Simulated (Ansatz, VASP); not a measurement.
**Se: VASP beside Ansatz**

The input INCAR:

```
  ALGO = Normal
  EDIFF = 1E-7
  ENCUT = 520
  GGA = PE
  ISIF = 2
  ISMEAR = 0
  IVDW = 12
  LASPH = True
  LCHARG = True
  LELF = True
  LREAL = False
  LVHAR = True
  LWAVE = False
  NBANDS = 16
  NELM = 60
  PREC = Accurate
  SIGMA = 0.05
```

Contents of KPOINTS:

```
k-points
0
Gamma
  9 9 8
```

POSCAR

```
Se
1.0
    4.0681465756      0.0000000000      0.0000000000
   -2.0340732878      3.5231182808      0.0000000000
    0.0000000000      0.0000000000      5.1277306289
Se
3
Direct
    0.1858920228      0.0000000000      0.3333333333
    0.0000000000      0.1858920228      0.6666666667
    0.8141079772      0.8141079772      0.0000000000
```

Input for Ansatz:

```yaml
crystal:
  lattice:
    - [4.0681465756, 0.0, 0.0]
    - [-2.0340732878, 3.5231182808, 0.0]
    - [0.0, 0.0, 5.1277306289]
  atoms:
    - { symbol: Se, position: [0.1858920228, 0.0, 0.3333333333] }
    - { symbol: Se, position: [0.0, 0.1858920228, 0.6666666667] }
    - { symbol: Se, position: [0.8141079772, 0.8141079772, 0.0] }
basis:
  ecutwfc: 420
kpoints:
  mp_grid: { grid: [9, 9, 8] }
hamiltonian:
  xc: pbe
  dispersion: d3bj
scf:
  occupations: { method: gaussian, width: 0.05 }
output:
  forces: true
  stress: true
  eigenvalues: true
```

Alike in both runs: task single point; functional PBE; dispersion D3(BJ); k mesh 9 × 9 × 8; occupations gaussian, width 0.05 eV; no spin polarisation.

|  | VASP | Ansatz |
| --- | --- | --- |
| version | VASP 6.6.1 | Ansatz 0.2.0 |
| potentials or method | VASP PAW PBE potentials, release 64 (Se), cutoff 520 eV | scalar-relativistic, plane waves, PAW |
| valence electrons in the cell | 18 | 48 |

```tsv
	VASP	Ansatz	Ansatz less VASP
gap on the k mesh at the Fermi level (eV)	none	none	-
pressure (GPa)	20.3	19.8	-0.46
traceless stress, the component that is largest in VASP (GPa)	13.78	13.29	-0.490
rms of the force components (eV/Å)	3.123	3.075	-0.0477
```

Atom by atom the forces differ by 0.048 eV/Å (rms over components). A gap of «none» marks a metal or a gap that the smearing closes. VASP's potentials hold 18 valence electrons a cell and Ansatz's 48, so a difference there can come from the potentials and not from the codes.
